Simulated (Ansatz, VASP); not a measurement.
**One calculation of PtSe, two programs**

```
Pt Se
1.0
     3.70187    0.00000    0.00000
    -1.85094    3.20591    0.00000
     0.00000    0.00000    3.61284
Pt Se
1 1
Direct
  0.00000 0.00000 0.00000
  0.66667 0.33333 0.50000
```

Alike in both runs: task single point; functional PBE; k mesh 5 × 5 × 4; occupations fermi-dirac, width 0.03 eV; no spin polarisation.

```csv
,VASP,Ansatz
version,VASP 6.6.1,Ansatz 0.2.0
potentials or method,"VASP PAW PBE potentials, release 64 (Pt, Se), cutoff 500 eV","all-electron LAPW, scalar-relativistic"
```

VASP gave:

| Property | Result |
| --- | --- |
| gap on the k mesh at the Fermi level (eV) | none |
| pressure (GPa) | -11.4 |
| traceless stress, the component that is largest in VASP (GPa) | -2.48 |

**Question.** What did Ansatz give for the same quantities?

**Answer.** gap on the k mesh at the Fermi level (eV): none; pressure (GPa): -11.4; traceless stress, the component that is largest in VASP (GPa): -2.46.

A gap of «none» marks a metal or a gap that the smearing closes. Ansatz ran all-electron here, and VASP with PAW potentials.

The k mesh is coarse, so the values compare programs but aren't converged. Neither program's run includes spin-orbit coupling. Noted on Ansatz's run: the k mesh is thin for a metal, which can move the energy by tens of meV per atom.
